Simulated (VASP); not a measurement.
# HfS4 (F-43m) in VASP: a series of runs, part 2 of 2

VASP 6.6.1. Earlier steps stand in the parts before.

## (6) Relaxation of cell and atoms, PBE

The input, INCAR:

```
  PREC = Accurate
  ENCUT = 600
  EDIFF = 1E-6
  ISMEAR = 0
  SIGMA = 0.1
  LREAL = F
  LASPH = T
  NELM = 100
  ALGO = Normal
  ISIF = 3
  LWAVE = F
  LCHARG = F
  GGA = PE
  IBRION = 2
  NSW = 100
  EDIFFG = -0.01
```

The input, KPOINTS:

```
regular mesh
0
Gamma
  10 10 10
```

The input, POSCAR:

```
HfS4
1.0
    0.0000000000      3.6855609688      3.6855609688
    3.6855609688      0.0000000000      3.6855609688
    3.6855609688      3.6855609688      0.0000000000
Hf S
1 4
Direct
    0.5000000000      0.5000000000      0.5000000000
    0.8746051601      0.3761845196      0.8746051601
    0.8746051601      0.8746051601      0.8746051601
    0.3761845196      0.8746051601      0.8746051601
    0.8746051601      0.8746051601      0.3761845196
```

Potentials or basis: VASP PAW PBE potentials, release 64 (Hf_pv, S).

Started as:

```
cat potpaw_PBE.64/Hf_pv/POTCAR potpaw_PBE.64/S/POTCAR > POTCAR
mpirun -np 1 vasp_std > vasp.out
```

OUTCAR:

```text
PREC = Accurate
   ENCUT = 600
   EDIFF = 1E-6
   ISMEAR = 0
   LREAL = F
   LASPH = T
   NELM = 100
   ISIF = 3
   GGA = PE
   IBRION = 2
   NSW = 100
   EDIFFG = -0.01

 ion  position               nearest neighbor table
   1  0.500  0.500  0.500-   2 3.06   4 3.06   5 3.06   3 3.06   3 3.06   3 3.06   5 3.06   2 3.06
                             4 3.06   5 3.06   2 3.06   4 3.06
   2  0.875  0.376  0.875-   3 2.60   4 2.60   5 2.60   4 2.61   5 2.61   3 2.61   1 3.06   1 3.06
                             1 3.06
   3  0.875  0.875  0.875-   2 2.60   4 2.60   5 2.60   4 2.61   2 2.61   5 2.61   1 3.06   1 3.06
                             1 3.06
   4  0.376  0.875  0.875-   2 2.60   3 2.60   5 2.60   2 2.61   5 2.61   3 2.61   1 3.06   1 3.06
                             1 3.06
   5  0.875  0.875  0.376-   2 2.60   3 2.60   4 2.60   2 2.61   4 2.61   3 2.61   1 3.06   1 3.06
                             1 3.06

  LATTYP: Found a face centered cubic cell.
 ALAT       =     7.3711219376

  Lattice vectors:

 A1 = (   0.0000000000,   3.6855609688,   3.6855609688)
 A2 = (   3.6855609688,   0.0000000000,   3.6855609688)
 A3 = (   3.6855609688,   3.6855609688,   0.0000000000)

Analysis of symmetry for initial positions (statically):
=====================================================================
[... 183 lines left out ...]

  FORCE on cell =-STRESS in cart. coord.  units (eV):
  Direction    XX          YY          ZZ          XY          YZ          ZX
  --------------------------------------------------------------------------------------
  -------------------------------------------------------------------------------------
  Total       -0.8325149     -0.8325149     -0.8325149      0.0000000     -0.0000000     -0.0000000
  in kB      -13.3217658    -13.3217658    -13.3217658      0.0000000     -0.0000000     -0.0000000
  external PRESSURE =     -13.3217658 kB  Pullay stress =       0.0000000 kB
[... 143 lines left out ...]
--------------------------------------- Ionic step        5  -------------------------------------------

 number of electron      34.0000003 magnetization

 Free energy of the ion-electron system (eV)
  ---------------------------------------------------
  ext. energy  EPLUGINS =         0.00000000
  ---------------------------------------------------
  free energy    TOTEN  =       -23.30569004 eV

  energy without entropy =      -23.28303461  energy(sigma->0) =      -23.29436232

 E-fermi :   6.6554     XC(G=0): -10.1878

 val. band max:        6.6124438286   @ k =  -0.3000   0.5000   0.2000
 cond. band min:       6.6568492836   @ k =  -0.4000   0.2000   0.1000
 fundamental gap:      0.0444054550
 Fermi energy:         6.6553780337

 k-point     1 :       0.0000    0.0000    0.0000
  band No.  band energies     occupation
      1     -26.3283      2.00000
      2     -26.3283      2.00000
      3     -26.3283      2.00000
      4     -10.7289      2.00000
      5      -5.7036      2.00000
      6      -5.7036      2.00000
[... 565 lines left out ...]
     20       7.3974      0.00000
     21       7.7913      0.00000

 [... further k-points ...]
[... 5 lines left out ...]
  --------------------------------------------------------------------------------------
  -------------------------------------------------------------------------------------
  Total       -0.0146155     -0.0146155     -0.0146155      0.0000000      0.0000000      0.0000000
  in kB       -0.2388919     -0.2388919     -0.2388919      0.0000000      0.0000000      0.0000000
  external PRESSURE =      -0.2388919 kB  Pullay stress =       0.0000000 kB
[... 20 lines left out ...]
  FREE ENERGIE OF THE ION-ELECTRON SYSTEM (eV)
  ---------------------------------------------------
  free  energy   TOTEN  =       -23.3056900386 eV

  energy  without entropy=      -23.2830346105  energy(sigma->0) =      -23.29436232

 reached required accuracy - stopping structural energy minimisation
```

It took 7.1 min on 1 thread of Intel Xeon Platinum 8259CL at 2.50GHz (Skylake/Cascade Lake), shared host; peak memory 0.34 GiB.

Results:

```
Free energy                            : -23.3057 eV
Relaxed volume                         : 19.60 Å³/atom
Relaxed cell                           : a = 5.175 Å, b = 5.175 Å, c = 5.175 Å, α = 60.00°, β = 60.00°, γ = 60.00°
Space group after relaxing (to 0.05 Å) : F-43m (No. 216)
Energy gained by relaxing              : 1.8 meV/atom
Ionic steps                            : 5
Pressure after relaxing                : 0.0 GPa
Band gap on the k mesh                 : zero (band 17 reaches 7.60 eV, above the bottom of band 18 at 6.18 eV)
```

The path:
```tsv
step	energy change (eV)	largest force (eV/Å)	pressure (GPa)	volume (Å³)
1	0.0000	0.0188	-1.33	100.12
2	-0.0090	0.0123	0.17	97.73
3	-0.0091	0.0131	0.01	97.98
4	-0.0091	0.0131	-0.02	98.02
5	-0.0091	0.0002	-0.02	98.02
```

Final structure:
```
Hf S
1.0
     0.00000    3.65958    3.65958
     3.65958    0.00000    3.65958
     3.65958    3.65958    0.00000
Hf S
1 4
Direct
  0.50000 0.50000 0.50000
  0.87471 0.37586 0.87471
  0.87471 0.87471 0.87471
  0.37586 0.87471 0.87471
  0.87471 0.87471 0.37586
```

Caveat: spin-orbit coupling is left out, which moves the levels of the heavy elements.

## (7) Summary

| task | cell | k mesh | cutoff (eV) | gap on the mesh (eV) | pressure (GPa) | relaxed volume (Å³/atom) | largest force (eV/Å) |
| --- | --- | --- | --- | --- | --- | --- | --- |
| single point | a = 5.212 Å, angles 60.0°, 5 atoms | 4 × 4 × 4 | 520 | none | -0.1 | - | 0.01 |
| single point | a = 5.535 Å, angles 60.0°, 5 atoms | 4 × 4 × 4 | 520 | none | -8.7 | - | 0.19 |
| relaxation of cell and atoms | relaxed from a = 5.535 Å, angles 60.0°, 5 atoms | 4 × 4 × 4 | 600 | none | -0.2 | 20.07 | 0.01 |
| single point | a = 5.184 Å, angles 60.0°, 5 atoms | 10 × 10 × 10 | 520 | none | -0.3 | - | 0.01 |
| relaxation of cell and atoms | relaxed from a = 5.212 Å, angles 60.0°, 5 atoms | 10 × 10 × 10 | 600 | none | 0.0 | 19.60 | - |

Alike in all rows: level PBE; potentials or basis VASP PAW PBE potentials, release 64 (Hf_pv, S); no spin polarisation; smearing gaussian 0.1 eV.

Caveats: some runs use coarse meshes; spin-orbit coupling is left out, which moves the levels of the heavy elements; the volume moved by over 15 % at a fixed basis, so the end points are rough (some runs).

Total energies depend on the potentials used, so only differences within one code and one set of settings carry meaning.
